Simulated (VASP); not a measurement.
A run of VASP 6.6.1:

File INCAR:

```
SYSTEM = Pt
PREC     = Accurate       ! precision mode
ENCUT    = 520            ! plane-wave cutoff, eV
EDIFF    = 1E-6           ! SCF threshold, eV
ISMEAR   = 0              ! smearing method
SIGMA    = 0.1            ! smearing width, eV
LREAL    = .FALSE.        ! projectors in reciprocal space
LASPH    = .TRUE.         ! aspherical terms in the spheres
NELM     = 60             ! most SCF steps
ALGO     = Fast           ! electronic algorithm
ISIF     = 2              ! what is computed and relaxed
LWAVE    = .FALSE.        ! write WAVECAR
LCHARG   = .FALSE.        ! write CHGCAR
GGA      = PE             ! functional
ISYM     = 0            
NBANDS   = 11             ! bands
```

File KPOINTS:

```
regular mesh
0
G
  12 12 15
  0 0 0
```

Contents of POSCAR:

```
Pt
1.0
    2.8072945022      0.0000000000      0.0000000000
   -1.4036472511      2.4311883548      0.0000000000
    1.4036472511      0.8103961183      2.2921463627
Pt
1
Direct
    0.0000000000      0.0000000000      0.0000000000
```

Potentials or basis: VASP PAW PBE potentials, release 64 (Pt).

Command:

```console
$ cat potpaw_PBE.64/Pt/POTCAR > POTCAR
$ mpirun -np 1 vasp_std > vasp.out
```

Hardware: 1 thread of Intel(R) Xeon(R) Platinum 8488C (Sapphire Rapids), with other jobs on the host.

How long does it take, and how much memory?

Wall time 77 s on 1 thread of Intel(R) Xeon(R) Platinum 8488C (Sapphire Rapids), on a shared host, peak memory 0.3 GiB. Counts: scf iterations 12, k points 1082.
